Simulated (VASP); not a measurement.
# Sb (Im-3m) in VASP: a series of runs, part 2 of 2

VASP 6.6.1. The steps go on from the part before.

## Step 5: Single point, LDA (volume scaled by 0.96)

Input file INCAR:

```
PREC     = Accurate       # precision mode
ENCUT    = 520            # plane-wave cutoff, eV
EDIFF    = 1E-7           # SCF threshold, eV
ISMEAR   = -1             # smearing method
SIGMA    = 0.1            # smearing width, eV
LREAL    = F              # projectors in reciprocal space
LASPH    = T              # aspherical terms in the spheres
NELM     = 80             # most SCF steps
ALGO     = Normal         # electronic algorithm
ISIF     = 2              # what is computed and relaxed
LWAVE    = F              # write WAVECAR
LCHARG   = F              # write CHGCAR
GGA      = CA             # functional
NBANDS   = 8              # bands
```

Input file KPOINTS:

```
regular mesh
0
Gamma
  13 13 13
```

Input file POSCAR:

```
Sb
1.0
   -1.8296855521      1.8296855521      1.8296855521
    1.8296855521     -1.8296855521      1.8296855521
    1.8296855521      1.8296855521     -1.8296855521
Sb
1
Direct
    0.0000000000      0.0000000000      0.0000000000
```

Potentials or basis: VASP PAW LDA potentials, release 64 (Sb).

On the command line:

```console
> cat potpaw_LDA.64/Sb/POTCAR > POTCAR
> mpirun -np 1 vasp_std > vasp.out
```

OUTCAR:

```text
PREC = Accurate
   ENCUT = 520
   EDIFF = 1E-7
   ISMEAR = -1
   LREAL = F
   LASPH = T
   NELM = 80
   ISIF = 2
   GGA = CA

 ion  position               nearest neighbor table
   1  0.000  0.000  0.000-

  LATTYP: Found a body centered cubic cell.
 ALAT       =     3.6593711042

  Lattice vectors:

 A1 = (  -1.8296855521,   1.8296855521,   1.8296855521)
 A2 = (   1.8296855521,  -1.8296855521,   1.8296855521)
 A3 = (   1.8296855521,   1.8296855521,  -1.8296855521)

[... 432 lines left out ...]
  band No.  band energies     occupation
      1      -1.6117      2.00000
      2       7.6149      2.00000
      3      11.0632      0.00000
      4      12.4374      0.00000
      5      18.8987      0.00000
      6      19.1532      0.00000
      7      22.0945      0.00000
      8      22.7627      0.00000

 [... further k-points ...]
[... 5 lines left out ...]
  --------------------------------------------------------------------------------------
  -------------------------------------------------------------------------------------
  Total        0.4667590      0.4667590      0.4667590      0.0000000      0.0000000      0.0000000
  in kB       30.5220649     30.5220649     30.5220649      0.0000000      0.0000000      0.0000000
  external PRESSURE =      30.5220649 kB  Pullay stress =       0.0000000 kB

 VOLUME and BASIS-vectors are now :
 -----------------------------------------------------------------------------
  energy-cutoff  :      520.00
  volume of cell :       24.50
      direct lattice vectors                 reciprocal lattice vectors
    -1.829685552  1.829685552  1.829685552     0.000000000  0.273271000  0.273271000
     1.829685552 -1.829685552  1.829685552     0.273271000  0.000000000  0.273271000
     1.829685552  1.829685552 -1.829685552     0.273271000  0.273271000  0.000000000

 POSITION                                       TOTAL-FORCE (eV/Angst)
 -----------------------------------------------------------------------------------
      0.00000      0.00000      0.00000         0.000000     -0.000000     -0.000000
 -----------------------------------------------------------------------------------
    total drift:                                0.000000     -0.000000      0.000000

  FREE ENERGIE OF THE ION-ELECTRON SYSTEM (eV)
  ---------------------------------------------------
  free  energy   TOTEN  =        -4.6285538422 eV

  energy  without entropy=       -4.6085121290  energy(sigma->0) =       -4.61853299
```

OSZICAR:

```text
N       E                     dE             d eps       ncg     rms          rms(c)
DAV:   1     0.467808486165E+01    0.46781E+01   -0.16959E+03  1368   0.413E+02
DAV:   2    -0.452355467203E+01   -0.92016E+01   -0.86973E+01  1872   0.542E+01
DAV:   3    -0.463528352640E+01   -0.11173E+00   -0.11145E+00  1616   0.647E+00
DAV:   4    -0.463558391540E+01   -0.30039E-03   -0.30039E-03  2024   0.422E-01
DAV:   5    -0.463558455281E+01   -0.63741E-06   -0.63720E-06  1672   0.134E-02    0.217E+00
DAV:   6    -0.463114011179E+01    0.44444E-02   -0.11975E-03  1680   0.153E-01    0.126E+00
DAV:   7    -0.462856056353E+01    0.25795E-02   -0.24469E-03  1608   0.219E-01    0.389E-02
DAV:   8    -0.462855383255E+01    0.67310E-05   -0.28234E-05  1688   0.420E-02    0.615E-03
DAV:   9    -0.462855384220E+01   -0.96445E-08   -0.19973E-07  2048   0.382E-03
   1 F= -.46285538E+01 E0= -.46185330E+01  d E =-.200417E-01
```

stdout:

```text
POSCAR found type information on POSCAR Sb
 POSCAR found :  1 types and       1 ions
 scaLAPACK will be used
 LDA part: xc-table for (Slater(with rela. corr.)+CA(PZ))
 , standard interpolation
 POSCAR, INCAR and KPOINTS ok, starting setup
 FFT: planning ... GRIDC
 FFT: planning ... GRID_SOFT
 FFT: planning ... GRID
 WAVECAR not read
 entering main loop
```

Run time: 4.5 s. Hardware: 1 thread of Intel Xeon 6975P-C (Granite Rapids), shared host; peak memory 0.13 GiB.

What came out:

- Free energy: -4.6286 eV
- Pressure: 3.1 GPa

Levels at points of the mesh, in eV from the Fermi level:
| k point | band 1 | band 2 | band 3 | band 4 | band 5 | band 6 | band 7 |
| --- | --- | --- | --- | --- | --- | --- | --- |
| (0.00, 0.00, 0.00) | -13.59 | 6.20 | 6.20 | 6.20 | 10.67 | 10.67 | 10.67 |

Caveat: spin-orbit coupling is left out, which moves the levels of the heavy elements.

## Step 6: Single point, LDA

Input file INCAR:

```
ALGO = Normal
EDIFF = 1E-7
ENCUT = 520
ISIF = 2
ISMEAR = -1
LASPH = True
LCHARG = False
LREAL = False
LWAVE = False
NBANDS = 8
NELM = 100
PREC = Accurate
SIGMA = 0.1
```

Input file KPOINTS:

```
k-points
0
Gamma
  13 13 13
```

Input file POSCAR:

```
Sb
1.0
   -1.8547528527      1.8547528527      1.8547528527
    1.8547528527     -1.8547528527      1.8547528527
    1.8547528527      1.8547528527     -1.8547528527
Sb
1
Direct
    0.0000000000      0.0000000000      0.0000000000
```

Potentials or basis: VASP PAW LDA potentials, release 64 (Sb).

On the command line:

```console
> cat potpaw_LDA.64/Sb/POTCAR > POTCAR
> mpirun -np 1 vasp_std > vasp.out
```

Run time: 4.8 s. Hardware: 1 thread of Intel Xeon 6975P-C (Granite Rapids), shared host; peak memory 0.13 GiB.

It converged, with:

| Quantity | Value |
| --- | --- |
| Free energy | -4.6376 eV |
| Pressure | -0.1 GPa |

Levels at points of the mesh, in eV from the Fermi level:
| k point | band 1 | band 2 | band 3 | band 4 | band 5 | band 6 | band 7 | band 8 |
| --- | --- | --- | --- | --- | --- | --- | --- | --- |
| (0.00, 0.00, 0.00) | -13.24 | 5.87 | 5.87 | 5.87 | 10.54 | 10.54 | 10.54 | 11.97 |

Caveat: spin-orbit coupling is left out, which moves the levels of the heavy elements.

## Step 7: Summary

```tsv
cell	k mesh	gap on the mesh (eV)	pressure (GPa)
a = 3.213 Å, angles 109.5°, 1 atom	12 × 12 × 12	none	0.1
a = 3.079 Å, angles 109.5°, 1 atom	13 × 13 × 13	none	12.1
a = 3.124 Å, angles 109.5°, 1 atom	13 × 13 × 13	none	7.0
a = 3.169 Å, angles 109.5°, 1 atom	13 × 13 × 13	none	3.1
a = 3.213 Å, angles 109.5°, 1 atom	13 × 13 × 13	none	-0.1
```

Alike in all rows: task single point; level LDA; potentials or basis VASP PAW LDA potentials, release 64 (Sb); no spin polarisation; cutoff (eV) 520; smearing fermi-dirac 0.1 eV.

Caveats: spin-orbit coupling is left out, which moves the levels of the heavy elements.

Absolute energies hang on the potentials; compare differences alone.
